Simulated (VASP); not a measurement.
**BN: single point with r2SCAN**

The system is BN.

```
B N
1.0
     2.60096    0.00000    0.00000
    -1.30048    2.25250    0.00000
     0.00000    0.00000    6.85747
B N
2 2
Direct
  0.33333 0.66667 0.25000
  0.66667 0.33333 0.75000
  0.33333 0.66667 0.75000
  0.66667 0.33333 0.25000
```

This cell differs from its parent crystal: biaxial strain in the a-b plane: +4.0 %, then relaxed in part.

```json
{"Program": "VASP 6.6.1", "Task": "single point", "Functional": "r2SCAN", "Potentials or basis": "VASP PAW PBE potentials, release 64 (B, N)", "Cutoff": "520 eV", "k mesh": "12 × 12 × 4", "Occupations": "gaussian, width 0.02 eV", "Spin": "no spin polarisation", "Dipole correction": "no", "Further INCAR settings": "ALGO = Normal; EDIFF = 1e-06; NBANDS = 16"}
```

```
Pressure               : -23.4 GPa
Band gap on the k mesh : 4.71 eV (least direct gap 5.04 eV)
```

Stress tensor (GPa, compression positive):
```
-34.99   0.00   0.00
  0.00 -34.99   0.00
  0.00   0.00  -0.24
```

Levels at points of the mesh, in eV from the valence-band top:
```tsv
k point	band 4	band 5	band 6	band 7	band 8	band 9	band 10	band 11	band 12	band 13
(0.00, 0.00, 0.00)	-3.75	-1.46	-1.46	-1.43	-1.43	5.37	10.28	10.97	11.37	11.37
(0.50, 0.00, 0.00)	-8.73	-4.10	-4.04	-1.27	-0.38	4.71	5.93	9.12	9.44	12.70
(0.00, 0.00, 0.50)	-4.83	-1.44	-1.44	-1.44	-1.44	7.54	7.54	11.43	11.43	11.43
(0.50, 0.00, 0.50)	-8.77	-4.07	-4.07	-0.81	-0.81	5.11	5.11	9.42	9.42	13.54
```

It took 4.2 min on 1 thread of AMD EPYC 7R13 (shared host), peak memory 0.14 GiB.

Caveat: the cell differs from its parent crystal (biaxial strain in the a-b plane: +4.0 %, then relaxed in part); the cell stands under tension; the PAW data sets were made with another functional, which shifts forces and pressure a little. A k mesh can miss the band edges.
